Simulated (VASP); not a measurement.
# Te2Mo in VASP: further runs

The runs below take Te2Mo through single point, with PBEsol.

Program: VASP 6.6.1. These are calculated values, not measurements. Logs are shortened: lines on timing, memory, paths and dates and some standing lists are left out, and cuts for length are marked.

### 1 The cell of the first run

The cell holds a slab with vacuum, 12 atoms: a = 3.493 Å, b = 3.493 Å, c = 37.516 Å, α = 90.00°, β = 90.00°, γ = 120.00°.

### 2 Single point, PBEsol

Contents of INCAR:

```
  PREC = Accurate
  ENCUT = 520
  EDIFF = 1E-7
  ISMEAR = 0
  SIGMA = 0.02
  LREAL = False
  LASPH = True
  NELM = 80
  ALGO = Normal
  ISIF = 2
  LWAVE = False
  LCHARG = True
  GGA = PS
  LELF = True
  LVHAR = True
  NBANDS = 64
```

Contents of KPOINTS:

```
regular mesh
0
Gamma
  9 9 1
```

Contents of POSCAR:

```
Te2Mo
1.0
    3.4932091909      0.0000000000      0.0000000000
   -1.7466045954      3.0252079000      0.0000000000
    0.0000000000      0.0000000000     37.5161156315
Te Mo
8 4
Direct
    0.3333333333      0.6666666667      0.8584425242
    0.3333333333      0.6666666667      0.2318351738
    0.6666666667      0.3333333333      0.6719958813
    0.6666666667      0.3333333333      0.0453069351
    0.6666666667      0.3333333333      0.7681648262
    0.6666666667      0.3333333333      0.1415574758
    0.3333333333      0.6666666667      0.9546930649
    0.3333333333      0.6666666667      0.3280041187
    0.3333333333      0.6666666667      0.7200184287
    0.3333333333      0.6666666667      0.0934314856
    0.6666666667      0.3333333333      0.9065685144
    0.6666666667      0.3333333333      0.2799815713
```

Potentials or basis: VASP PAW PBE potentials, release 64 (Te, Mo_sv).

Command:

```sh
cat potpaw_PBE.64/Te/POTCAR potpaw_PBE.64/Mo_sv/POTCAR > POTCAR
mpirun -np 1 vasp_std > vasp.out
```

OUTCAR:

```text
PREC = Accurate
   ENCUT = 520
   EDIFF = 1E-7
   ISMEAR = 0
   LREAL = False
   LASPH = True
   NELM = 80
   ISIF = 2
   GGA = PS

 ion  position               nearest neighbor table
   1  0.333  0.667  0.858-  11 2.71  11 2.71  11 2.71   7 3.61
   2  0.333  0.667  0.232-  12 2.71  12 2.71  12 2.71   8 3.61
   3  0.667  0.333  0.672-   9 2.70   9 2.70   9 2.70   5 3.61
   4  0.667  0.333  0.045-  10 2.71  10 2.71  10 2.71   6 3.61
   5  0.667  0.333  0.768-   9 2.71   9 2.71   9 2.71   3 3.61
   6  0.667  0.333  0.142-  10 2.71  10 2.71  10 2.71   4 3.61
   7  0.333  0.667  0.955-  11 2.71  11 2.71  11 2.71   1 3.61
   8  0.333  0.667  0.328-  12 2.70  12 2.70  12 2.70   2 3.61
   9  0.333  0.667  0.720-   3 2.70   3 2.70   3 2.70   5 2.71   5 2.71   5 2.71
  10  0.333  0.667  0.093-   4 2.71   4 2.71   4 2.71   6 2.71   6 2.71   6 2.71
  11  0.667  0.333  0.907-   7 2.71   7 2.71   7 2.71   1 2.71   1 2.71   1 2.71
  12  0.667  0.333  0.280-   8 2.70   8 2.70   8 2.70   2 2.71   2 2.71   2 2.71

  LATTYP: Found a hexagonal cell.
 ALAT       =     3.4932091909
 C/A-ratio  =    10.7397277350

  Lattice vectors:

 A1 = (   3.4932091909,   0.0000000000,   0.0000000000)
 A2 = (  -1.7466045954,   3.0252079000,   0.0000000000)
 A3 = (   0.0000000000,   0.0000000000,  37.5161156315)

Analysis of symmetry for initial positions (statically):
=====================================================================
 Subroutine PRICEL returns:
 Original cell was already a primitive cell.

 Routine SETGRP: Setting up the symmetry group for a
 hexagonal supercell.

 Subroutine GETGRP returns: Found 12 space group operations
 (whereof 12 operations were pure point group operations)
 out of a pool of 24 trial point group operations.

The static configuration has the point symmetry D_3d.

Analysis of symmetry for dynamics (positions and initial velocities):
=====================================================================
 Subroutine PRICEL returns:
 Original cell was already a primitive cell.

 Routine SETGRP: Setting up the symmetry group for a
 hexagonal supercell.

 Subroutine GETGRP returns: Found 12 space group operations
 (whereof 12 operations were pure point group operations)
 out of a pool of 24 trial point group operations.

The dynamic configuration has the point symmetry D_3d.

 Subroutine INISYM returns: Found 12 space group operations
 (whereof 12 operations are pure point group operations),
 and found     1 'primitive' translations

----------------------------------------------------------------------------------------

                                     Primitive cell

  volume of cell :     396.4585

  direct lattice vectors                    reciprocal lattice vectors
     3.493209191  0.000000000  0.000000000     0.286269715  0.165277897  0.000000000
    -1.746604595  3.025207900  0.000000000     0.000000000  0.330555794  0.000000000
     0.000000000  0.000000000 37.516115631     0.000000000  0.000000000  0.026655212

  length of vectors
     3.493209191  3.493209191 37.516115631     0.330555794  0.330555794  0.026655212

  position of ions in fractional coordinates (direct lattice)
     0.333333333  0.666666667  0.858442524
     0.333333333  0.666666667  0.231835174
     0.666666667  0.333333333  0.671995881
     0.666666667  0.333333333  0.045306935
     0.666666667  0.333333333  0.768164826
     0.666666667  0.333333333  0.141557476
     0.333333333  0.666666667  0.954693065
     0.333333333  0.666666667  0.328004119
     0.333333333  0.666666667  0.720018429
     0.333333333  0.666666667  0.093431486
     0.666666667  0.333333333  0.906568514
     0.666666667  0.333333333  0.279981571

  ion indices of the primitive-cell ions
   primitive index   ion index
                 1           1
                 2           2
                 3           3
                 4           4
                 5           5
                 6           6
                 7           7
                 8           8
                 9           9
                10          10
                11          11
                12          12

----------------------------------------------------------------------------------------

 KPOINTS: regular mesh

Automatic generation of k-mesh.
 Grid dimensions read from file:
 generate k-points for:    9    9    1

 Generating k-lattice:

  Cartesian coordinates                     Fractional coordinates (reciprocal lattice)
     0.031807746  0.018364211  0.000000000     0.111111111 -0.000000000  0.000000000
     0.000000000  0.036728422  0.000000000     0.000000000  0.111111111  0.000000000
     0.000000000  0.000000000  0.026655212     0.000000000  0.000000000  1.000000000

  Length of vectors
     0.036728422  0.036728422  0.026655212

  Shift w.r.t. Gamma in fractional coordinates (k-lattice)
     0.000000000  0.000000000  0.000000000

 Subroutine IBZKPT returns following result:
 ===========================================

 Found     12 irreducible k-points:

 Following reciprocal coordinates:
            Coordinates               Weight
  0.000000  0.000000  0.000000      1.000000
  0.111111  0.000000  0.000000      6.000000
  0.222222  0.000000  0.000000      6.000000
  0.333333  0.000000  0.000000      6.000000
  0.444444  0.000000  0.000000      6.000000
  0.111111  0.111111  0.000000      6.000000
  0.222222  0.111111  0.000000     12.000000
  0.333333  0.111111  0.000000     12.000000
  0.444444  0.111111  0.000000      6.000000
  0.222222  0.222222  0.000000      6.000000
  0.333333  0.222222  0.000000     12.000000
  0.333333  0.333333  0.000000      2.000000
   k-points           NKPTS =     12   k-points in BZ     NKDIM =     12   number of bands    NBANDS=     64
   number of dos      NEDOS =    301   number of ions     NIONS =     12
   total plane-waves  NPLWV = 219520
   dimension x,y,z NGX =    28 NGY =   28 NGZ =  280
   dimension x,y,z NGXF=    56 NGYF=   56 NGZF=  560
   ions per type =               8   4
   NGX,Y,Z   is equivalent  to a cutoff of  13.33, 13.33, 12.41 a.u.
   NGXF,Y,Z  is equivalent  to a cutoff of  26.65, 26.65, 24.82 a.u.
 SYSTEM =  unknown system
   PREC   = accura    normal or accurate (medium, high low for compatibility)
   ISTART =      0    job   : 0-new  1-cont  2-samecut
   ICHARG =      2    charge: 1-file 2-atom 10-const
   ISPIN  =      1    spin polarized calculation?
   LNONCOLLINEAR =      F non collinear calculations
   LSORBIT =      F    spin-orbit coupling
   LASPH  =      T    aspherical Exc in radial PAW
   ENCUT  =  520.0 eV  38.22 Ry    6.18 a.u.   6.50  6.50 69.76*2*pi/ulx,y,z
   NELM   =     80;   NELMIN=  2; NELMDL= -5     # of ELM steps
   EDIFF  = 0.1E-06   stopping-criterion for ELM
   LREAL  =      F    real-space projection
   EDIFFG = 0.1E-05   stopping-criterion for IOM
   NSW    =      0    number of steps for IOM
   IBRION =     -1    ionic relax: 0-MD 1-quasi-New 2-CG
   NFREE  =      0    steps in history (QN), initial steepest desc. (CG)
   ISIF   =      2    stress and relaxation
   ISYM   =      2    0-nonsym 1-usesym 2-fastsym
   POTIM  = 0.5000    time-step for ionic-motion
   TEBEG  =    0.0;   TEEND  =   0.0 temperature during run
   PSTRESS=    0.0 pullay stress
   NELECT =     104.0000    total number of electrons
   NUPDOWN=      -1.0000    fix difference up-down
   EMIN   =  10.00;   EMAX   =-10.00  energy-range for DOS
   EFERMI =   0.00;   METHOD = LEGACY
   ISMEAR =     0;   SIGMA  =   0.02  broadening in eV -4-tet -1-fermi 0-gaus
   EFERMI_NEDOS =   21; number of points for ismear=-14 and -15
   IALGO  =     38    algorithm
   IMIX   =      4    mixing-type and parameters
     AMIX     =   0.40;   BMIX     =  1.00
     AMIX_MAG =   1.60;   BMIX_MAG =  1.00
  volume/ion in A,a.u.               =      33.04       222.95
  Fermi-wavevector in a.u.,A,eV,Ry     =   1.047981  1.980397 14.942789  1.098264
  Thomas-Fermi vector in A             =   2.182884
   LORBIT       =      0    0 simple, 1 ext, 2 COOP (PROOUT), +10 PAW based schemes
   GGA     = PS    functional components
   LHFCALC =     F    Hartree Fock is set to
   AEXX    =    0.0000 exact exchange contribution
   IVDW    =     0    specifies the selected vdW correction
   LEPSILON=     F    determine dielectric tensor
   LRPA    =     F    only Hartree local field effects (RPA)
 non-spin polarized calculation
 Gauss-broadening in eV      SIGMA  =   0.02
  energy-cutoff  :      520.00
  volume of cell :      396.46
 maximum number of plane-waves:     10795
 NGX is ok and might be reduce to    28
   NGX = 13   NGY = 13   NGZ =139

 number of electron     103.9999997 magnetization

 Free energy of the ion-electron system (eV)
  ---------------------------------------------------
  ext. energy  EPLUGINS =         0.00000000
  ---------------------------------------------------
  free energy    TOTEN  =       -78.70905687 eV

  energy without entropy =      -78.70905687  energy(sigma->0) =      -78.70905687

 E-fermi :   4.9357     XC(G=0):  -8.2140

 val. band max:        4.8320165845   @ k =   0.0000   0.0000   0.0000
 cond. band min:       5.7110070351   @ k =   0.2222   0.2222   0.0000
 fundamental gap:      0.8789904506
 Fermi energy:         4.9356827292

 k-point     1 :       0.0000    0.0000    0.0000
  band No.  band energies     occupation
      1     -55.8163      2.00000
      2     -55.8163      2.00000
      3     -55.8130      2.00000
      4     -55.8130      2.00000
      5     -30.0281      2.00000
      6     -30.0281      2.00000
[... 56 lines left out ...]
     63       8.2508      0.00000
     64       8.2512      0.00000

 k-point     2 :       0.1111    0.0000    0.0000
  band No.  band energies     occupation
      1     -55.8150      2.00000
      2     -55.8150      2.00000
      3     -55.8117      2.00000
      4     -55.8117      2.00000
      5     -30.0243      2.00000
      6     -30.0243      2.00000
[... 726 lines left out ...]
     63       7.3492      0.00000
     64       7.3492      0.00000

------------------------ aborting loop because EDIFF is reached ----------------------------------------

  FORCE on cell =-STRESS in cart. coord.  units (eV):
  Direction    XX          YY          ZZ          XY          YZ          ZX
  --------------------------------------------------------------------------------------
  -------------------------------------------------------------------------------------
  Total        0.1844140      0.1844140      0.3933869      0.0000000     -0.0000000      0.0000000
  in kB        0.7452584      0.7452584      1.5897644      0.0000000     -0.0000000      0.0000000
  external PRESSURE =       1.0267604 kB  Pullay stress =       0.0000000 kB

 VOLUME and BASIS-vectors are now :
 -----------------------------------------------------------------------------
  energy-cutoff  :      520.00
  volume of cell :      396.46
      direct lattice vectors                 reciprocal lattice vectors
     3.493209191  0.000000000  0.000000000     0.286269715  0.165277897  0.000000000
    -1.746604595  3.025207900  0.000000000     0.000000000  0.330555794  0.000000000
     0.000000000  0.000000000 37.516115631     0.000000000  0.000000000  0.026655212

 POSITION                                       TOTAL-FORCE (eV/Angst)
 -----------------------------------------------------------------------------------
     -0.00000      2.01681     32.20543        -0.000000     -0.000000     -0.032773
     -0.00000      2.01681      8.69756        -0.000000      0.000000     -0.035108
      1.74660      1.00840     25.21068        -0.000000      0.000000     -0.031190
      1.74660      1.00840      1.69974        -0.000000      0.000000     -0.034319
      1.74660      1.00840     28.81856        -0.000000     -0.000000      0.035108
      1.74660      1.00840      5.31069        -0.000000      0.000000      0.032773
     -0.00000      2.01681     35.81638        -0.000000      0.000000      0.034319
     -0.00000      2.01681     12.30544        -0.000000     -0.000000      0.031190
     -0.00000      2.01681     27.01229         0.000000      0.000000     -0.003121
     -0.00000      2.01681      3.50519         0.000000     -0.000000     -0.000053
      1.74660      1.00840     34.01093         0.000000     -0.000000      0.000053
      1.74660      1.00840     10.50382         0.000000     -0.000000      0.003121
 -----------------------------------------------------------------------------------
    total drift:                                0.000000     -0.000000      0.000000

  FREE ENERGIE OF THE ION-ELECTRON SYSTEM (eV)
  ---------------------------------------------------
  free  energy   TOTEN  =       -78.7090568681 eV

  energy  without entropy=      -78.7090568681  energy(sigma->0) =      -78.70905687
```

Run time: 7.1 min. Hardware: 1 thread of Intel Xeon 6975P-C (Granite Rapids), shared host; peak memory 0.61 GiB.

Results:

* Free energy: -78.7091 eV
* Largest force: 0.035 eV/Å
* Band gap on the k mesh: 0.88 eV (least direct gap 1.12 eV)

Forces in eV/Å, atoms in the order of the input:
```
Te   0.000  0.000 -0.033
Te   0.000  0.000 -0.035
Te   0.000  0.000 -0.031
Te   0.000  0.000 -0.034
Te   0.000  0.000  0.035
Te   0.000  0.000  0.033
Te   0.000  0.000  0.034
Te   0.000  0.000  0.031
Mo   0.000  0.000 -0.003
Mo   0.000  0.000  0.000
Mo   0.000  0.000  0.000
Mo   0.000  0.000  0.003
```

Levels at points of the mesh, in eV from the valence-band top:
```csv
k point,band 50,band 51,band 52,band 53,band 54,band 55
"(0.00, 0.00, 0.00)",-0.20,-0.06,0.00,3.07,3.07,3.10
```

Caveat: the PAW data sets were made with another functional, which shifts forces and pressure a little; spin-orbit coupling is left out, which moves the levels of the heavy elements.

### 3 Single point, PBEsol

Contents of INCAR:

```
SYSTEM = Te2Mo
PREC = Accurate ; ENCUT = 520
EDIFF = 1E-6 ; ISMEAR = 0
SIGMA = 0.05 ; LREAL = .False.
LASPH = .True. ; NELM = 80
ALGO = Normal ; ISIF = 2
LWAVE = .False. ; LCHARG = .True.
GGA = PS ; LELF = .True.
LVHAR = .True. ; NBANDS = 64
```

Contents of KPOINTS:

```
Automatic mesh
0
Gamma
  9 9 1
  0 0 0
```

POSCAR is that of step 2.

Potentials or basis: VASP PAW PBE potentials, release 64 (Te, Mo_sv).

Command:

```sh
cat potpaw_PBE.64/Te/POTCAR potpaw_PBE.64/Mo_sv/POTCAR > POTCAR
mpirun -np 1 vasp_std > vasp.out
```

It took 6.5 min on 1 thread of Intel Xeon 6975P-C (Granite Rapids), shared host; peak memory 0.63 GiB.

The run converged. Its results:

| Quantity | Value |
| --- | --- |
| Free energy | -78.7091 eV |
| Largest force | 0.035 eV/Å |
| Band gap on the k mesh | 0.88 eV (least direct gap 1.12 eV) |

Forces on the atoms (eV/Å):
```
Te   0.000  0.000 -0.033
Te   0.000  0.000 -0.035
Te   0.000  0.000 -0.031
Te   0.000  0.000 -0.034
Te   0.000  0.000  0.035
Te   0.000  0.000  0.033
Te   0.000  0.000  0.034
Te   0.000  0.000  0.031
Mo   0.000  0.000 -0.003
Mo   0.000  0.000  0.000
Mo   0.000  0.000  0.000
Mo   0.000  0.000  0.003
```

Levels at points of the mesh, in eV from the valence-band top:
| k point | band 49 | band 50 | band 51 | band 52 | band 53 | band 54 | band 55 | band 56 |
| --- | --- | --- | --- | --- | --- | --- | --- | --- |
| (0.00, 0.00, 0.00) | -0.90 | -0.20 | -0.06 | 0.00 | 3.07 | 3.07 | 3.10 | 3.10 |

Caveat: the PAW data sets were made with another functional, which shifts forces and pressure a little; spin-orbit coupling is left out, which moves the levels of the heavy elements.
